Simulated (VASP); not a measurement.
**Cu: single point with LDA**

System: Cu, a slab with vacuum.

```
CELL_PARAMETERS angstrom
4.97611 0.00000 0.00000
-2.48805 4.30943 0.00000
0.00000 0.00000 19.50242
ATOMIC_POSITIONS crystal
Cu 0.33333 0.16667 0.20510
Cu 0.33333 0.66667 0.20510
Cu 0.83333 0.16667 0.20510
Cu 0.83333 0.66667 0.20510
Cu 0.16667 0.33333 0.30773
Cu 0.16667 0.83333 0.30773
Cu 0.66667 0.33333 0.30773
Cu 0.66667 0.83333 0.30773
Cu 0.00000 0.00000 0.41033
Cu 0.00000 0.50000 0.41033
Cu 0.50000 0.00000 0.41033
Cu 0.50000 0.50000 0.41033
```

* Program: VASP 6.6.1
* Task: single point
* Functional: LDA
* Potentials or basis: VASP PAW LDA potentials, release 64 (Cu)
* Cutoff: 520 eV
* k mesh: 6 × 6 × 1
* Occupations: gaussian, width 0.1 eV
* Spin: no spin polarisation

```
Largest force          : 0.026 eV/Å
Band gap on the k mesh : zero (bands 66 and 67 overlap by 0.42 eV)
```

Forces on the atoms (eV/Å):
```
Cu   0.000  0.000 -0.023
Cu   0.000  0.000 -0.023
Cu   0.000  0.000 -0.023
Cu   0.000  0.000 -0.023
Cu   0.000  0.000 -0.003
Cu   0.000  0.000 -0.003
Cu   0.000  0.000 -0.003
Cu   0.000  0.000 -0.003
Cu   0.000  0.000  0.026
Cu   0.000  0.000  0.026
Cu   0.000  0.000  0.026
Cu   0.000  0.000  0.026
```

Levels at points of the mesh, in eV from the Fermi level:
```csv
k point,band 63,band 64,band 65,band 66,band 67,band 68,band 69,band 70
"(0.00, 0.00, 0.00)",-1.39,-0.18,-0.02,-0.02,-0.02,1.24,1.24,1.24
"(0.50, 0.00, 0.00)",-1.59,-1.59,0.05,0.05,0.38,0.38,1.29,1.29
```

It took 9 min on 1 thread of Intel(R) Xeon(R) Platinum 8259CL CPU @ 2.50GHz (Skylake/Cascade Lake) (shared host), peak memory 0.45 GiB.
